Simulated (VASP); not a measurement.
# Mg2S3O2 (I4/mmm) in VASP: single point with PBE

Aim: the single point of Mg2S3O2 with PBE.

Program: VASP 6.6.1. These are calculated values, not measurements. Logs are shortened: lines on timing, memory, paths and dates and some standing lists are left out, and cuts for length are marked.

### Step 1. The cell of the first run

Symmetry: I4/mmm, No. 139, tetragonal system. Conventional cell: a = 5.388 Å, b = 5.388 Å, c = 8.623 Å, α = 90.00°, β = 90.00°, γ = 90.00°. Within 4.0 Å of Mg (site symmetry mmm) lie 10 S at 2.69 to 3.96 Å and 8 O at 3.23 to 3.69 Å and 4 Mg at 3.81 Å. S (site symmetry 4mm) has 1 O at 1.12 Å within 1.5 Å. Within 2.4 Å of S (site symmetry 4/mmm) lie 2 O at 1.78 Å. O (site symmetry 4mm) has 1 S at 1.12 Å within 1.5 Å.

The cell was built from a structure type or drawn by symmetry, and may not be a known phase.

### Step 2. Single point, PBE

File INCAR:

```
SYSTEM = Mg2S3O2
  ALGO = Normal
  EDIFF = 1E-6
  ENCUT = 520
  GGA = PE
  ISIF = 2
  ISMEAR = 0
  LASPH = .True.
  LCHARG = .False.
  LREAL = .False.
  LWAVE = .False.
  NBANDS = 26
  NELM = 100
  PREC = Accurate
  SIGMA = 0.1
```

File KPOINTS:

```
k-points
0
Gamma
  4 4 4
  0 0 0
```

File POSCAR:

```
Mg2S3O2
1.0
   -2.6938907000      2.6938907000      4.3112587300
    2.6938907000     -2.6938907000      4.3112587300
    2.6938907000      2.6938907000     -4.3112587300
Mg S O
2 3 2
Direct
    0.5000000000      0.0000000000      0.5000000000
    0.0000000000      0.5000000000      0.5000000000
    0.6626232900      0.6626232900      0.0000000000
    0.3373767100      0.3373767100      0.0000000000
    0.0000000000      0.0000000000      0.0000000000
    0.2070128000      0.2070128000      0.0000000000
    0.7929872000      0.7929872000      0.0000000000
```

Potentials or basis: VASP PAW PBE potentials, release 64 (Mg, S, O).

On the command line:

```sh
$ cat potpaw_PBE.64/Mg/POTCAR potpaw_PBE.64/S/POTCAR potpaw_PBE.64/O/POTCAR > POTCAR
$ mpirun -np 1 vasp_std > vasp.out
```

OUTCAR:

```text
SYSTEM = Mg2S3O2
   EDIFF = 1E-6
   ENCUT = 520
   GGA = PE
   ISIF = 2
   ISMEAR = 0
   LASPH = .True.
   LREAL = .False.
   NELM = 100
   PREC = Accurate

 ion  position               nearest neighbor table
   1  0.500  0.000  0.500-   5 2.69   5 2.69   3 3.04   3 3.04   4 3.04   4 3.04
   2  0.000  0.500  0.500-   5 2.69   5 2.69   3 3.04   3 3.04   4 3.04   4 3.04
   3  0.663  0.663  0.000-   7 1.12   2 3.04   1 3.04   1 3.04   2 3.04
   4  0.337  0.337  0.000-   6 1.12   1 3.04   2 3.04   1 3.04   2 3.04
   5  0.000  0.000  0.000-   6 1.78   7 1.78   1 2.69   2 2.69   2 2.69   1 2.69
   6  0.207  0.207  0.000-   4 1.12   5 1.78
   7  0.793  0.793  0.000-   3 1.12   5 1.78

 -----------------------------------------------------------------------------
|                                                                             |
|           W    W    AA    RRRRR   N    N  II  N    N   GGGG   !!!           |
|           W    W   A  A   R    R  NN   N  II  NN   N  G    G  !!!           |
|           W    W  A    A  R    R  N N  N  II  N N  N  G       !!!           |
|           W WW W  AAAAAA  RRRRR   N  N N  II  N  N N  G  GGG   !            |
|           WW  WW  A    A  R   R   N   NN  II  N   NN  G    G                |
|           W    W  A    A  R    R  N    N  II  N    N   GGGG   !!!           |
|                                                                             |
|     The distance between some ions is very small. Please check the          |
|     nearest-neighbor list in the OUTCAR file.                               |
|     I HOPE YOU KNOW WHAT YOU ARE DOING!                                     |
|                                                                             |
 -----------------------------------------------------------------------------

  LATTYP: Found a body centered tetragonal cell.
 ALAT       =     5.3877814000
 C/A-ratio  =     1.6003836867

  Lattice vectors:

 A1 = (  -2.6938907000,   2.6938907000,   4.3112587300)
 A2 = (   2.6938907000,  -2.6938907000,   4.3112587300)
 A3 = (   2.6938907000,   2.6938907000,  -4.3112587300)

Analysis of symmetry for initial positions (statically):
=====================================================================
 Subroutine PRICEL returns:
 Original cell was already a primitive cell.

 Routine SETGRP: Setting up the symmetry group for a
 body centered tetragonal supercell.

 Subroutine GETGRP returns: Found 16 space group operations
 (whereof 16 operations were pure point group operations)
 out of a pool of 16 trial point group operations.

The static configuration has the point symmetry D_4h.

Analysis of symmetry for dynamics (positions and initial velocities):
=====================================================================
 Subroutine PRICEL returns:
 Original cell was already a primitive cell.

 Routine SETGRP: Setting up the symmetry group for a
 body centered tetragonal supercell.

 Subroutine GETGRP returns: Found 16 space group operations
 (whereof 16 operations were pure point group operations)
 out of a pool of 16 trial point group operations.

The dynamic configuration has the point symmetry D_4h.

 Subroutine INISYM returns: Found 16 space group operations
 (whereof 16 operations are pure point group operations),
 and found     1 'primitive' translations

----------------------------------------------------------------------------------------

                                     Primitive cell

  volume of cell :     125.1480

  direct lattice vectors                    reciprocal lattice vectors
    -2.693890700  2.693890700  4.311258730     0.000000000  0.185605155  0.115975410
     2.693890700 -2.693890700  4.311258730     0.185605155  0.000000000  0.115975410
     2.693890700  2.693890700 -4.311258730     0.185605155  0.185605155  0.000000000

  length of vectors
     5.753350854  5.753350854  5.753350854     0.218859702  0.218859702  0.262485327

  position of ions in fractional coordinates (direct lattice)
     0.500000000  0.000000000  0.500000000
     0.000000000  0.500000000  0.500000000
     0.662623290  0.662623290  0.000000000
     0.337376710  0.337376710  0.000000000
     0.000000000  0.000000000  0.000000000
     0.207012800  0.207012800  0.000000000
     0.792987200  0.792987200  0.000000000

  ion indices of the primitive-cell ions
   primitive index   ion index
                 1           1
                 2           2
                 3           3
                 4           4
                 5           5
                 6           6
                 7           7

----------------------------------------------------------------------------------------

 KPOINTS: k-points

Automatic generation of k-mesh.
 Grid dimensions read from file:
 generate k-points for:    4    4    4

 Generating k-lattice:

  Cartesian coordinates                     Fractional coordinates (reciprocal lattice)
     0.000000000  0.046401289  0.028993853     0.250000000  0.000000000  0.000000000
     0.046401289  0.000000000  0.028993853     0.000000000  0.250000000  0.000000000
     0.046401289  0.046401289  0.000000000     0.000000000  0.000000000  0.250000000

  Length of vectors
     0.054714926  0.054714926  0.065621332

  Shift w.r.t. Gamma in fractional coordinates (k-lattice)
     0.000000000  0.000000000  0.000000000

 Subroutine IBZKPT returns following result:
 ===========================================

 Found     13 irreducible k-points:

 Following reciprocal coordinates:
            Coordinates               Weight
  0.000000  0.000000  0.000000      1.000000
  0.250000  0.000000  0.000000      8.000000
  0.500000  0.000000  0.000000      4.000000
  0.250000  0.250000  0.000000      8.000000
  0.500000  0.250000 -0.000000     16.000000
 -0.250000  0.250000  0.000000      4.000000
  0.500000  0.500000  0.000000      2.000000
  0.250000  0.250000  0.250000      2.000000
 -0.250000  0.250000  0.250000      4.000000
  0.500000  0.500000  0.250000      4.000000
 -0.250000  0.500000  0.250000      8.000000
 -0.250000 -0.250000  0.250000      2.000000
  0.500000  0.500000  0.500000      1.000000
   k-points           NKPTS =     13   k-points in BZ     NKDIM =     13   number of bands    NBANDS=     26
   number of dos      NEDOS =    301   number of ions     NIONS =      7
   total plane-waves  NPLWV = 110592
   dimension x,y,z NGX =    48 NGY =   48 NGZ =   48
   dimension x,y,z NGXF=    96 NGYF=   96 NGZF=   96
   ions per type =               2   3   2
   NGX,Y,Z   is equivalent  to a cutoff of  13.87, 13.87, 13.87 a.u.
   NGXF,Y,Z  is equivalent  to a cutoff of  27.74, 27.74, 27.74 a.u.
 SYSTEM =  Mg2S3O2
   PREC   = accura    normal or accurate (medium, high low for compatibility)
   ISTART =      0    job   : 0-new  1-cont  2-samecut
   ICHARG =      2    charge: 1-file 2-atom 10-const
   ISPIN  =      1    spin polarized calculation?
   LNONCOLLINEAR =      F non collinear calculations
   LSORBIT =      F    spin-orbit coupling
   LASPH  =      T    aspherical Exc in radial PAW
   ENCUT  =  520.0 eV  38.22 Ry    6.18 a.u.  10.70 10.70 10.70*2*pi/ulx,y,z
   NELM   =    100;   NELMIN=  2; NELMDL= -5     # of ELM steps
   EDIFF  = 0.1E-05   stopping-criterion for ELM
   LREAL  =      F    real-space projection
   EDIFFG = 0.1E-04   stopping-criterion for IOM
   NSW    =      0    number of steps for IOM
   IBRION =     -1    ionic relax: 0-MD 1-quasi-New 2-CG
   NFREE  =      0    steps in history (QN), initial steepest desc. (CG)
   ISIF   =      2    stress and relaxation
   ISYM   =      2    0-nonsym 1-usesym 2-fastsym
   POTIM  = 0.5000    time-step for ionic-motion
   TEBEG  =    0.0;   TEEND  =   0.0 temperature during run
   PSTRESS=    0.0 pullay stress
   NELECT =      34.0000    total number of electrons
   NUPDOWN=      -1.0000    fix difference up-down
   EMIN   =  10.00;   EMAX   =-10.00  energy-range for DOS
   EFERMI =   0.00;   METHOD = LEGACY
   ISMEAR =     0;   SIGMA  =   0.10  broadening in eV -4-tet -1-fermi 0-gaus
   EFERMI_NEDOS =   21; number of points for ismear=-14 and -15
   IALGO  =     38    algorithm
   IMIX   =      4    mixing-type and parameters
     AMIX     =   0.40;   BMIX     =  1.00
     AMIX_MAG =   1.60;   BMIX_MAG =  1.00
  volume/ion in A,a.u.               =      17.88       120.65
  Fermi-wavevector in a.u.,A,eV,Ry     =   1.060294  2.003666 15.295999  1.124224
  Thomas-Fermi vector in A             =   2.195670
   LORBIT       =      0    0 simple, 1 ext, 2 COOP (PROOUT), +10 PAW based schemes
   GGA     = PE    functional components
   LHFCALC =     F    Hartree Fock is set to
   AEXX    =    0.0000 exact exchange contribution
   IVDW    =     0    specifies the selected vdW correction
   LEPSILON=     F    determine dielectric tensor
   LRPA    =     F    only Hartree local field effects (RPA)
 non-spin polarized calculation
 Gauss-broadening in eV      SIGMA  =   0.10
  energy-cutoff  :      520.00
  volume of cell :      125.15
 maximum number of plane-waves:      3390
 NGX is ok and might be reduce to    48
   NGX = 21   NGY = 21   NGZ = 21

 number of electron      34.0000004 magnetization

 Free energy of the ion-electron system (eV)
  ---------------------------------------------------
  ext. energy  EPLUGINS =         0.00000000
  ---------------------------------------------------
  free energy    TOTEN  =        -9.25346544 eV

  energy without entropy =       -9.23494054  energy(sigma->0) =       -9.24420299

 E-fermi :   4.8620     XC(G=0):  -9.0134

 val. band max:        4.8587794595   @ k =   0.2500   0.0000   0.0000
 cond. band min:       4.9259264618   @ k =   0.5000   0.0000   0.0000
 fundamental gap:      0.0671470023
 Fermi energy:         4.8620080574

 k-point     1 :       0.0000    0.0000    0.0000
  band No.  band energies     occupation
      1     -24.3555      2.00000
      2     -24.2881      2.00000
      3     -12.7641      2.00000
      4     -10.0419      2.00000
      5      -6.8490      2.00000
      6      -6.2978      2.00000
[... 18 lines left out ...]
     25      10.4735      0.00000
     26      10.6313      0.00000
[... 325 lines left out ...]
      4      -9.9561      2.00000
      5      -6.5194      2.00000
      6      -6.5194      2.00000
[... 18 lines left out ...]
     25      10.3911      0.00000
     26      11.7452      0.00000

------------------------ aborting loop because EDIFF is reached ----------------------------------------

  FORCE on cell =-STRESS in cart. coord.  units (eV):
  Direction    XX          YY          ZZ          XY          YZ          ZX
  --------------------------------------------------------------------------------------
  -------------------------------------------------------------------------------------
  Total       -4.5381808     -4.5381808    142.2201423      0.0000000      0.0000000      0.0000000
  in kB      -58.0989602    -58.0989602   1820.7389002      0.0000000      0.0000000      0.0000000
  external PRESSURE =     568.1803266 kB  Pullay stress =       0.0000000 kB

 VOLUME and BASIS-vectors are now :
 -----------------------------------------------------------------------------
  energy-cutoff  :      520.00
  volume of cell :      125.15
      direct lattice vectors                 reciprocal lattice vectors
    -2.693890700  2.693890700  4.311258730     0.000000000  0.185605155  0.115975410
     2.693890700 -2.693890700  4.311258730     0.185605155  0.000000000  0.115975410
     2.693890700  2.693890700 -4.311258730     0.185605155  0.185605155  0.000000000

 POSITION                                       TOTAL-FORCE (eV/Angst)
 -----------------------------------------------------------------------------------
      0.00000      2.69389      0.00000        -0.000000     -0.000000     -0.000000
      2.69389      0.00000      0.00000        -0.000000     -0.000000     -0.000000
      0.00000      0.00000      5.71348         0.000000      0.000000    -58.942683
      0.00000      0.00000      2.90904         0.000000      0.000000     58.942683
      0.00000      0.00000      0.00000        -0.000000     -0.000000     -0.000000
      0.00000      0.00000      1.78497        -0.000000     -0.000000    -57.387572
      0.00000      0.00000      6.83755         0.000000      0.000000     57.387572
 -----------------------------------------------------------------------------------
    total drift:                               -0.000000     -0.000000      0.000000

  FREE ENERGIE OF THE ION-ELECTRON SYSTEM (eV)
  ---------------------------------------------------
  free  energy   TOTEN  =        -9.2534654396 eV

  energy  without entropy=       -9.2349405366  energy(sigma->0) =       -9.24420299
```

It took 66 s on 1 thread of Intel Xeon Platinum 8488C (Sapphire Rapids), shared host; peak memory 0.32 GiB.

What came out:

```
Free energy            : -9.2535 eV
Pressure               : 56.8 GPa
Largest force          : 58.943 eV/Å
Band gap on the k mesh : zero (bands 17 and 18 overlap by 0.63 eV)
```

Forces on the atoms (eV/Å):
```
Mg    0.000   0.000   0.000
Mg    0.000   0.000   0.000
S     0.000   0.000 -58.943
S     0.000   0.000  58.943
S     0.000   0.000   0.000
O     0.000   0.000 -57.388
O     0.000   0.000  57.388
```

Levels at points of the mesh, in eV from the Fermi level:
```tsv
k point	band 13	band 14	band 15	band 16	band 17	band 18	band 19	band 20	band 21	band 22
(0.00, 0.00, 0.00)	-5.41	-1.52	-1.05	-1.05	-0.15	-0.15	0.33	1.11	2.76	2.78
(0.50, 0.00, 0.00)	-4.90	-3.12	-2.28	-0.96	0.06	1.18	1.57	2.56	3.24	3.92
(0.50, 0.50, 0.00)	-5.01	-2.54	-0.95	-0.94	-0.72	1.62	2.89	3.02	3.17	3.29
(0.50, 0.50, 0.50)	-4.66	-1.96	-1.96	-1.26	-0.57	-0.57	0.39	0.49	3.54	4.07
```

Caveat: atoms lie so close that the PAW spheres overlap strongly, which falsifies energies and pressures; the cell stands under pressure; semilocal functionals underestimate gaps, so a narrow gap can read as zero; forces of over 1 eV/Å act on the atoms, so gaps and moduli don't describe the material at rest.
